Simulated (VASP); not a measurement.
# CuAu in VASP: further runs

The runs below take CuAu through single point, with PBE.

Program: VASP 6.6.1. These are calculated values, not measurements. Logs are shortened: lines on timing, memory, paths and dates and some standing lists are left out, and cuts for length are marked.

### Step 1. The cell of the first run

The cell holds a slab with vacuum, 6 atoms: a = 4.571 Å, b = 4.571 Å, c = 22.132 Å, α = 90.00°, β = 90.00°, γ = 36.81°.

### Step 2. Single point, PBE

File INCAR:

```
SYSTEM = CuAu
ALGO     = Normal         ! electronic algorithm
DIPOL    = 0.5 0.5 0.500
EDIFF    = 1E-6           ! SCF threshold, eV
EFIELD   = 0.1          
ENCUT    = 520            ! plane-wave cutoff, eV
GGA      = PE             ! functional
IDIPOL   = 3            
ISIF     = 2              ! what is computed and relaxed
ISMEAR   = -1             ! smearing method
LASPH    = .True.         ! aspherical terms in the spheres
LCHARG   = .False.        ! write CHGCAR
LDIPOL   = .True.       
LREAL    = .False.        ! projectors in reciprocal space
LWAVE    = .False.        ! write WAVECAR
NBANDS   = 42             ! bands
NELM     = 80             ! most SCF steps
PREC     = Accurate       ! precision mode
SIGMA    = 0.1            ! smearing width, eV
```

File KPOINTS:

```
k-points
0
Gamma
  6 6 1
  0 0 0
```

File POSCAR:

```
CuAu
1.0
    4.5707266756      0.0000000000      0.0000000000
    3.6595310599      2.7384989246      0.0000000000
    0.0000000000      0.0000000000     22.1322356818
Cu Au
3 3
Direct
    0.7223217553      0.7223217785      0.4168782255
    0.1669652658      0.1669653356      0.5277072582
    0.6116087763      0.6116088926      0.6385362909
    0.0000000000      0.0000000000      0.3614637091
    0.4446435105      0.4446435571      0.4722927418
    0.8892870210      0.8892871141      0.5831217745
```

Potentials or basis: VASP PAW PBE potentials, release 64 (Cu, Au).

Run with:

```
cat potpaw_PBE.64/Cu/POTCAR potpaw_PBE.64/Au/POTCAR > POTCAR
mpirun -np 1 vasp_std > vasp.out
```

OUTCAR:

```text
SYSTEM = CuAu
   EDIFF = 1E-6
   ENCUT = 520
   GGA = PE
   ISIF = 2
   ISMEAR = -1
   LASPH = .True.
   LREAL = .False.
   NELM = 80
   PREC = Accurate

 ion  position               nearest neighbor table
   1  0.722  0.722  0.417-   5 2.70   4 2.70   5 2.70   5 2.70   4 2.70   4 2.70
   2  0.167  0.167  0.528-   6 2.70   5 2.70   6 2.70   6 2.70   5 2.70   5 2.70
   3  0.612  0.612  0.639-   6 2.70   6 2.70   6 2.70
   4  0.000  0.000  0.361-   1 2.70   1 2.70   1 2.70   5 2.89   5 2.89
   5  0.445  0.445  0.472-   1 2.70   2 2.70   1 2.70   1 2.70   2 2.70   2 2.70   4 2.89   6 2.89
                             4 2.89   6 2.89
   6  0.889  0.889  0.583-   2 2.70   3 2.70   2 2.70   2 2.70   3 2.70   3 2.70   5 2.89   5 2.89

  LATTYP: Found a base centered orthorhombic cell.
 ALAT       =     2.8861139635
 B/A-ratio  =     3.0053902290
 C/A-ratio  =     7.6685245150

  Lattice vectors:

 A1 = (  -3.6595310599,  -2.7384989246,   0.0000000000)
 A2 = (   4.5707266756,   0.0000000000,   0.0000000000)
 A3 = (   0.0000000000,   0.0000000000,  22.1322356818)

Analysis of symmetry for initial positions (statically):
=====================================================================
 Subroutine PRICEL returns:
 Original cell was already a primitive cell.

 Routine SETGRP: Setting up the symmetry group for a
 base centered orthorhombic supercell.

 Subroutine GETGRP returns: Found  2 space group operations
 (whereof  2 operations were pure point group operations)
 out of a pool of  8 trial point group operations.

The static configuration has the point symmetry C_1h.

Analysis of symmetry for dynamics (positions and initial velocities):
=====================================================================
 An external electric field (EFIELD) may reduce the allowed symmetry operations
 Subroutine PRICEL returns:
 Original cell was already a primitive cell.

 Routine SETGRP: Setting up the symmetry group for a
 base centered orthorhombic supercell.

 Subroutine GETGRP returns: Found  2 space group operations
 (whereof  2 operations were pure point group operations)
 out of a pool of  8 trial point group operations.

The dynamic configuration has the point symmetry C_1h.

 Subroutine INISYM returns: Found  2 space group operations
 (whereof  2 operations are pure point group operations),
 and found     1 'primitive' translations

----------------------------------------------------------------------------------------
[... 98 lines left out ...]
   TEBEG  =    0.0;   TEEND  =   0.0 temperature during run
   PSTRESS=    0.0 pullay stress
   NELECT =      66.0000    total number of electrons
   NUPDOWN=      -1.0000    fix difference up-down
   EMIN   =  10.00;   EMAX   =-10.00  energy-range for DOS
   EFERMI =   0.00;   METHOD = LEGACY
   ISMEAR =    -1;   SIGMA  =   0.10  broadening in eV -4-tet -1-fermi 0-gaus
   EFERMI_NEDOS =   21; number of points for ismear=-14 and -15
   IALGO  =     38    algorithm
   IMIX   =      4    mixing-type and parameters
     AMIX     =   0.40;   BMIX     =  1.00
     AMIX_MAG =   1.60;   BMIX_MAG =  1.00
  volume/ion in A,a.u.               =      46.17       311.58
  Fermi-wavevector in a.u.,A,eV,Ry     =   1.014881  1.917847 14.013774  1.029983
  Thomas-Fermi vector in A             =   2.148134
   LORBIT       =      0    0 simple, 1 ext, 2 COOP (PROOUT), +10 PAW based schemes
   GGA     = PE    functional components
   LHFCALC =     F    Hartree Fock is set to
   AEXX    =    0.0000 exact exchange contribution
   IVDW    =     0    specifies the selected vdW correction
   LEPSILON=     F    determine dielectric tensor
   LRPA    =     F    only Hartree local field effects (RPA)
 non-spin polarized calculation
  energy-cutoff  :      520.00
  volume of cell :      277.03
 maximum number of plane-waves:      7547
 NGX is ok and might be reduce to    36
   NGX = 17   NGY = 17   NGZ = 83

 dipolmoment           0.000000      0.000000     -0.017180 electrons x Angstroem

 number of electron      65.9999981 magnetization

 dipolmoment           0.000000      0.000000      0.015764 electrons x Angstroem

 Free energy of the ion-electron system (eV)
  ---------------------------------------------------
  ext. energy  EPLUGINS =         0.00000000
  ---------------------------------------------------
  free energy    TOTEN  =       -18.89783506 eV

  energy without entropy =      -18.79394037  energy(sigma->0) =      -18.84588772

 E-fermi :  -0.4128     XC(G=0):  -4.9733

 val. band max:       -0.4668414412   @ k =   0.5000  -0.0000   0.0000
 cond. band min:      -0.4055255896   @ k =   0.5000   0.5000   0.0000
 fundamental gap:      0.0613158516
 Fermi energy:        -0.4127849674

 k-point     1 :       0.0000    0.0000    0.0000
  band No.  band energies     occupation
      1      -8.9565      2.00000
      2      -7.2939      2.00000
      3      -6.5451      2.00000
      4      -6.2310      2.00000
      5      -5.7849      2.00000
      6      -5.4664      2.00000
[... 574 lines left out ...]
     41       5.5569      0.00000
     42       5.9981      0.00000

------------------------ aborting loop because EDIFF is reached ----------------------------------------

 vacuum level on the upper side and lower side of the slab       (xc-potential included)        -1.137         0.794

  FORCE on cell =-STRESS in cart. coord.  units (eV):
  Direction    XX          YY          ZZ          XY          YZ          ZX
  --------------------------------------------------------------------------------------
  -------------------------------------------------------------------------------------
  Total       -2.1862772     -4.1118853     -1.7147496      0.7204848      0.0240976      0.0724229
  in kB      -12.6442390    -23.7809097     -9.9171799      4.1668928      0.1393676      0.4188544
  external PRESSURE =     -15.4474429 kB  Pullay stress =       0.0000000 kB

 VOLUME and BASIS-vectors are now :
 -----------------------------------------------------------------------------
  energy-cutoff  :      520.00
  volume of cell :      277.03
      direct lattice vectors                 reciprocal lattice vectors
     4.570726676  0.000000000  0.000000000     0.218783592 -0.292366502  0.000000000
     3.659531060  2.738498925  0.000000000     0.000000000  0.365163554  0.000000000
     0.000000000  0.000000000 22.132235682     0.000000000  0.000000000  0.045182964

 POSITION                                       TOTAL-FORCE (eV/Angst)
 -----------------------------------------------------------------------------------
      5.94489      1.97808      9.22645        -0.125272     -0.041682      0.129446
      1.37417      0.45723     11.67934         0.063421      0.021102      0.165732
      5.03370      1.67489     14.13224         0.047823      0.015913     -0.899954
      0.00000      0.00000      8.00000         0.097913      0.032579      0.071736
      3.65953      1.21766     10.45289        -0.046064     -0.015327     -0.196731
      7.31906      2.43531     12.90579        -0.037821     -0.012584      0.729772
 -----------------------------------------------------------------------------------
    total drift:                                0.000849      0.000163     -0.002022

  FREE ENERGIE OF THE ION-ELECTRON SYSTEM (eV)
  ---------------------------------------------------
  free  energy   TOTEN  =       -18.8978350642 eV

  energy  without entropy=      -18.7939403671  energy(sigma->0) =      -18.84588772

 vacuum level on the upper side and lower side of the slab         3.030         4.953
```

OSZICAR:

```text
N       E                     dE             d eps       ncg     rms          rms(c)
DAV:   1     0.587547827700E+03    0.58755E+03   -0.27035E+04  1092   0.155E+03
DAV:   2     0.518574916891E+02   -0.53569E+03   -0.48766E+03  1188   0.360E+02
DAV:   3    -0.177336263660E+02   -0.69591E+02   -0.62072E+02  1448   0.159E+02
DAV:   4    -0.213435789361E+02   -0.36100E+01   -0.35617E+01  1416   0.385E+01
[... 19 lines left out ...]
DAV:  24    -0.188978259214E+02   -0.26649E-05   -0.22730E-07   740   0.127E-02    0.869E-04
DAV:  25    -0.188978306506E+02   -0.47292E-05   -0.36846E-07   748   0.913E-03    0.858E-04
DAV:  26    -0.188978327094E+02   -0.20588E-05   -0.19984E-07   790   0.107E-02    0.365E-04
DAV:  27    -0.188978347164E+02   -0.20070E-05   -0.20299E-07   752   0.331E-03    0.369E-04
DAV:  28    -0.188978350642E+02   -0.34785E-06   -0.47641E-08   766   0.331E-03
   1 F= -.18897835E+02 E0= -.18845888E+02  d E =-.103895E+00
```

It took 8.2 min on 1 thread of Intel Xeon Platinum 8488C (Sapphire Rapids), shared host; peak memory 0.54 GiB.

What came out:

* Free energy: -18.8978 eV
* Largest force: 0.901 eV/Å
* Band gap on the k mesh: zero (bands 33 and 34 overlap by 1.93 eV)

Forces in eV/Å, atoms in the order of the input:
```
Cu  -0.125 -0.042  0.129
Cu   0.063  0.021  0.166
Cu   0.048  0.016 -0.900
Au   0.098  0.033  0.072
Au  -0.046 -0.015 -0.197
Au  -0.038 -0.013  0.730
```

Levels at points of the mesh, in eV from the Fermi level:
| k point | band 29 | band 30 | band 31 | band 32 | band 33 | band 34 | band 35 | band 36 | band 37 | band 38 |
| --- | --- | --- | --- | --- | --- | --- | --- | --- | --- | --- |
| (0.00, 0.00, 0.00) | -1.59 | -1.50 | -1.46 | -1.43 | -1.33 | 0.11 | 1.23 | 2.47 | 3.10 | 3.98 |
| (0.50, 0.00, 0.00) | -1.40 | -1.31 | -0.33 | -0.05 | 0.52 | 1.38 | 2.29 | 2.77 | 3.51 | 3.91 |
| (0.50, 0.50, 0.00) | -1.52 | -1.48 | -1.41 | -1.34 | -1.25 | -1.25 | -0.41 | 0.01 | 1.44 | 2.09 |

Caveat: the k points lie up to 0.38 Å⁻¹ apart, too coarse for converged energies and pressures of a metal; spin-orbit coupling is left out, which moves the levels of the heavy elements.

### Step 3. Single point, PBE

File INCAR:

```
SYSTEM = CuAu
PREC     = Accurate       ! precision mode
ENCUT    = 520            ! plane-wave cutoff, eV
EDIFF    = 1E-6           ! SCF threshold, eV
ISMEAR   = -1             ! smearing method
SIGMA    = 0.1            ! smearing width, eV
LREAL    = .FALSE.        ! projectors in reciprocal space
LASPH    = .TRUE.         ! aspherical terms in the spheres
NELM     = 60             ! most SCF steps
ALGO     = Normal         ! electronic algorithm
ISIF     = 2              ! what is computed and relaxed
LWAVE    = .FALSE.        ! write WAVECAR
LCHARG   = .FALSE.        ! write CHGCAR
LDIPOL   = .TRUE.       
IDIPOL   = 3            
DIPOL    = 0.5 0.5 0.500
GGA      = PE             ! functional
EFIELD   = 0.05         
NBANDS   = 42             ! bands
```

File KPOINTS:

```
regular mesh
0
G
  6 6 1
  0 0 0
```

POSCAR is that of step 2.

Potentials or basis: VASP PAW PBE potentials, release 64 (Cu, Au).

Run with:

```
cat potpaw_PBE.64/Cu/POTCAR potpaw_PBE.64/Au/POTCAR > POTCAR
mpirun -np 1 vasp_std > vasp.out
```

It took 12 min on 1 thread of Intel Xeon Platinum 8488C (Sapphire Rapids), shared host; peak memory 0.53 GiB.

The run converged. Its results:

- Free energy: -18.8978 eV
- Largest force: 0.900 eV/Å
- Band gap on the k mesh: zero (bands 33 and 34 overlap by 1.93 eV)

Forces on the atoms (eV/Å):
```
Cu  -0.125 -0.042  0.129
Cu   0.063  0.021  0.166
Cu   0.048  0.016 -0.899
Au   0.098  0.033  0.071
Au  -0.046 -0.015 -0.196
Au  -0.038 -0.013  0.729
```

Levels at points of the mesh, in eV from the Fermi level:
```tsv
k point	band 31	band 32	band 33	band 34	band 35	band 36
(0.00, 0.00, 0.00)	-1.46	-1.43	-1.33	0.11	1.23	2.49
(0.50, 0.00, 0.00)	-0.32	-0.05	0.51	1.39	2.29	2.77
(0.50, 0.50, 0.00)	-1.41	-1.34	-1.25	-1.25	-0.41	0.00
```

Caveat: the k points lie up to 0.38 Å⁻¹ apart, too coarse for converged energies and pressures of a metal; spin-orbit coupling is left out, which moves the levels of the heavy elements.
